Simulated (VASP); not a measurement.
# Al (I4/mmm) in VASP: notebook

Al is run at these levels: LDA; tasks: electric field gradients.

Everything below comes from runs of VASP 6.6.1. Logs are shortened: lines on timing, memory, paths and dates and some standing lists are left out, and cuts for length are marked.

## 1. The cell of the first run

Symmetry: I4/mmm, No. 139, tetragonal system. Conventional cell: a = 2.862 Å, b = 2.862 Å, c = 3.967 Å, α = 90.00°, β = 90.00°, γ = 90.00°. Within 3.7 Å of Al (site symmetry 4/mmm) lie 12 Al at 2.83 to 2.86 Å.

## 2. Electric field gradients, LDA (zz strain of -2 %)

File INCAR:

```
SYSTEM = Al
PREC = Accurate
ENCUT = 520
EDIFF = 1E-8
ISMEAR = -1
SIGMA = 0.03
LREAL = .FALSE.
LASPH = .TRUE.
NELM = 100
ALGO = Normal
ISIF = 2
LWAVE = .FALSE.
LCHARG = .FALSE.
LEFG = .TRUE.
NBANDS = 8
```

File KPOINTS:

```
Automatic mesh
0
G
  17 17 17
  0 0 0
```

File POSCAR:

```
Al
1.0
    0.0000000000      2.0239800000      1.9835004000
    2.0239800000      0.0000000000      1.9835004000
    2.0239800000      2.0239800000      0.0000000000
Al
1
Direct
    0.0000000000      0.0000000000      0.0000000000
```

Potentials or basis: VASP PAW LDA potentials, release 64 (Al).

Launch:

```sh
cat potpaw_LDA.64/Al/POTCAR > POTCAR
mpirun -np 1 vasp_std > vasp.out
```

OUTCAR:

```text
SYSTEM = Al
   PREC = Accurate
   ENCUT = 520
   EDIFF = 1E-8
   ISMEAR = -1
   LREAL = .FALSE.
   LASPH = .TRUE.
   NELM = 100
   ISIF = 2

 ion  position               nearest neighbor table
   1  0.000  0.000  0.000-

  LATTYP: Found a body centered tetragonal cell.
 ALAT       =     2.8623399660
 C/A-ratio  =     1.3859292911

  Lattice vectors:

 A1 = (   0.0000000000,  -2.0239800000,  -1.9835004000)
 A2 = (   0.0000000000,   2.0239800000,  -1.9835004000)
 A3 = (   2.0239800000,   0.0000000000,   1.9835004000)

Analysis of symmetry for initial positions (statically):
=====================================================================
 Subroutine PRICEL returns:
 Original cell was already a primitive cell.

 Routine SETGRP: Setting up the symmetry group for a
 body centered tetragonal supercell.

 Subroutine GETGRP returns: Found 16 space group operations
 (whereof 16 operations were pure point group operations)
 out of a pool of 16 trial point group operations.

The static configuration has the point symmetry D_4h.

Analysis of symmetry for dynamics (positions and initial velocities):
=====================================================================
 Subroutine PRICEL returns:
 Original cell was already a primitive cell.

 Routine SETGRP: Setting up the symmetry group for a
 body centered tetragonal supercell.

 Subroutine GETGRP returns: Found 16 space group operations
 (whereof 16 operations were pure point group operations)
 out of a pool of 16 trial point group operations.

The dynamic configuration has the point symmetry D_4h.

 Subroutine INISYM returns: Found 16 space group operations
 (whereof 16 operations are pure point group operations),
 and found     1 'primitive' translations

----------------------------------------------------------------------------------------

                                     Primitive cell

  volume of cell :      16.2508

  direct lattice vectors                    reciprocal lattice vectors
     0.000000000  2.023980000  1.983500400    -0.247038014  0.247038014  0.252079606
     2.023980000  0.000000000  1.983500400     0.247038014 -0.247038014  0.252079606
     2.023980000  2.023980000  0.000000000     0.247038014  0.247038014 -0.252079606

  length of vectors
[... 111 lines left out ...]
 non-spin polarized calculation
  energy-cutoff  :      520.00
  volume of cell :       16.25
 maximum number of plane-waves:       449
 NGX is ok and might be reduce to    24
   NGX = 11   NGY = 11   NGZ = 11

 number of electron       3.0000000 magnetization

 Free energy of the ion-electron system (eV)
  ---------------------------------------------------
  ext. energy  EPLUGINS =         0.00000000
  ---------------------------------------------------
  free energy    TOTEN  =        -4.19116956 eV

  energy without entropy =       -4.19037251  energy(sigma->0) =       -4.19077104

 E-fermi :   7.9314     XC(G=0): -10.4001

 val. band max:        7.8726655586   @ k =  -0.4118   0.1765   0.3529
 cond. band min:       7.9659121033   @ k =  -0.4706   0.1176   0.2941
 fundamental gap:      0.0932465447
 Fermi energy:         7.9314485038

 k-point     1 :       0.0000    0.0000    0.0000
  band No.  band energies     occupation
      1      -3.2552      2.00000
      2      20.5351      0.00000
      3      20.5351      0.00000
      4      20.7562      0.00000
      5      22.0006      0.00000
      6      22.0635      0.00000
      7      22.0635      0.00000
      8      24.6801      0.00000
[... 243 lines left out ...]
 k-point    24 :      -0.1176    0.0588    0.0000
  band No.  band energies     occupation
      1      -2.6627      2.00000
      2      15.8472      0.00000
      3      17.9783      0.00000
      4      20.6396      0.00000
      5      22.6899      0.00000
      6      23.2062      0.00000
      7      24.1368      0.00000
      8      24.5625      0.00000

 [... further k-points ...]
[... 5 lines left out ...]
  --------------------------------------------------------------------------------------
  -------------------------------------------------------------------------------------
  Total       -0.2701656     -0.2701656     -0.1058248      0.0000000      0.0000000     -0.0000000
  in kB      -26.6358083    -26.6358083    -10.4333352      0.0000000      0.0000000     -0.0000000
  external PRESSURE =     -21.2349839 kB  Pullay stress =       0.0000000 kB

 VOLUME and BASIS-vectors are now :
 -----------------------------------------------------------------------------
  energy-cutoff  :      520.00
  volume of cell :       16.25
      direct lattice vectors                 reciprocal lattice vectors
     0.000000000  2.023980000  1.983500400    -0.247038014  0.247038014  0.252079606
     2.023980000  0.000000000  1.983500400     0.247038014 -0.247038014  0.252079606
     2.023980000  2.023980000  0.000000000     0.247038014  0.247038014 -0.252079606

 POSITION                                       TOTAL-FORCE (eV/Angst)
 -----------------------------------------------------------------------------------
      0.00000      0.00000      0.00000        -0.000000      0.000000      0.000000
 -----------------------------------------------------------------------------------
    total drift:                                0.000000     -0.000000      0.000000

  FREE ENERGIE OF THE ION-ELECTRON SYSTEM (eV)
  ---------------------------------------------------
  free  energy   TOTEN  =        -4.1911695634 eV

  energy  without entropy=       -4.1903725069  energy(sigma->0) =       -4.19077104

 Electric field gradients (V/A^2)
---------------------------------------------------------------------
 ion       V_xx      V_yy      V_zz      V_xy      V_xz      V_yz
---------------------------------------------------------------------
   1       0.744     0.744    -1.488     0.000     0.000     0.000
---------------------------------------------------------------------

 Electric field gradients after diagonalization (V/A^2)
 (convention: |V_zz| > |V_xx| > |V_yy|)
----------------------------------------------------------------------
 ion       V_xx      V_yy      V_zz     asymmetry (V_yy - V_xx)/ V_zz
----------------------------------------------------------------------
   1       0.744     0.744    -1.488       0.000
----------------------------------------------------------------------

           NMR quadrupolar parameters

 Cq : quadrupolar parameter    Cq=e*Q*V_zz/h
 eta: asymmetry parameters     (V_yy - V_xx)/ V_zz
 Q  : nuclear electric quadrupole moment in mb (millibarn)
----------------------------------------------------------------------
 ion       Cq(MHz)       eta       Q (mb)
----------------------------------------------------------------------
   1      -0.004       0.000       1.000
----------------------------------------------------------------------
```

stdout:

```text
POSCAR found type information on POSCAR Al
 POSCAR found :  1 types and       1 ions
 scaLAPACK will be used
 LDA part: xc-table for (Slater(with rela. corr.)+CA(PZ))
 , standard interpolation
 POSCAR, INCAR and KPOINTS ok, starting setup
 FFT: planning ... GRIDC
 FFT: planning ... GRID_SOFT
 FFT: planning ... GRID
 WAVECAR not read
 entering main loop
ion   1
```

Run time: 71 s. Hardware: 1 thread of Intel Xeon 8259CL, shared host; peak memory 0.15 GiB.

What came out:

```
Free energy : -4.1912 eV
Pressure    : -2.1 GPa
```

Stress tensor (GPa, compression positive):
```
-2.66  0.00  0.00
 0.00 -2.66  0.00
 0.00  0.00 -1.04
```

Levels at points of the mesh, in eV from the Fermi level:
```
           k point  band 1  band 2  band 3  band 4  band 5  band 6
(0.00, 0.00, 0.00)  -11.19   12.60   12.60   12.82   14.07   14.13
```

Electric field gradients, principal values (V/Å²):
```csv
atom,least,middle,greatest (by size)
1 Al,0.744,0.744,-1.488
```

Caveat: the cell differs from its parent crystal (zz strain of -2 %); without QUAD_EFG the Cq values of the log hold for a quadrupole moment of 1 mb, not for the nuclei.

## 3. Electric field gradients, LDA (zz strain of -2 %)

File INCAR:

```
ALGO = Normal ; EDIFF = 1E-8
ENCUT = 520 ; GGA = CA
ISIF = 2 ; ISMEAR = -1
LASPH = T ; LCHARG = F
LEFG = T ; LREAL = F
LWAVE = F ; NBANDS = 8
NELM = 60 ; PREC = Accurate
SIGMA = 0.03
```

File KPOINTS:

```
k-points
0
Gamma
  17 17 17
```

POSCAR is that of step 2.

Potentials or basis: VASP PAW LDA potentials, release 64 (Al).

Launch:

```sh
cat potpaw_LDA.64/Al/POTCAR > POTCAR
mpirun -np 1 vasp_std > vasp.out
```

OUTCAR:

```text
EDIFF = 1E-8
   ENCUT = 520
   GGA = CA
   ISIF = 2
   ISMEAR = -1
   LASPH = T
   LREAL = F
   NELM = 60
   PREC = Accurate

 ion  position               nearest neighbor table
   1  0.000  0.000  0.000-

  LATTYP: Found a body centered tetragonal cell.
 ALAT       =     2.8623399660
 C/A-ratio  =     1.3859292911

  Lattice vectors:

 A1 = (   0.0000000000,  -2.0239800000,  -1.9835004000)
[... 470 lines left out ...]
 -----------------------------------------------------------------------------------
    total drift:                                0.000000     -0.000000      0.000000

  FREE ENERGIE OF THE ION-ELECTRON SYSTEM (eV)
  ---------------------------------------------------
  free  energy   TOTEN  =        -4.1911695634 eV

  energy  without entropy=       -4.1903725069  energy(sigma->0) =       -4.19077104

 Electric field gradients (V/A^2)
---------------------------------------------------------------------
 ion       V_xx      V_yy      V_zz      V_xy      V_xz      V_yz
---------------------------------------------------------------------
   1       0.744     0.744    -1.488     0.000     0.000     0.000
---------------------------------------------------------------------

 Electric field gradients after diagonalization (V/A^2)
 (convention: |V_zz| > |V_xx| > |V_yy|)
----------------------------------------------------------------------
 ion       V_xx      V_yy      V_zz     asymmetry (V_yy - V_xx)/ V_zz
----------------------------------------------------------------------
   1       0.744     0.744    -1.488       0.000
----------------------------------------------------------------------

           NMR quadrupolar parameters

 Cq : quadrupolar parameter    Cq=e*Q*V_zz/h
 eta: asymmetry parameters     (V_yy - V_xx)/ V_zz
 Q  : nuclear electric quadrupole moment in mb (millibarn)
----------------------------------------------------------------------
 ion       Cq(MHz)       eta       Q (mb)
----------------------------------------------------------------------
   1      -0.004       0.000       1.000
----------------------------------------------------------------------
```

Run time: 65 s. Hardware: 1 thread of Intel Xeon 8259CL, shared host; peak memory 0.15 GiB.

Results:

```yaml
Free_energy: -4.1912 eV
Pressure: -2.1 GPa
```

Levels at points of the mesh, in eV from the Fermi level:
```tsv
k point	band 1	band 2	band 3	band 4
(0.00, 0.00, 0.00)	-11.19	12.60	12.60	12.82
```

Electric field gradients, principal values (V/Å²):
| atom | least | middle | greatest (by size) |
| --- | --- | --- | --- |
| 1 Al | 0.744 | 0.744 | -1.488 |

Caveat: the cell differs from its parent crystal (zz strain of -2 %); without QUAD_EFG the Cq values of the log hold for a quadrupole moment of 1 mb, not for the nuclei.

[end of part 1 of 2]
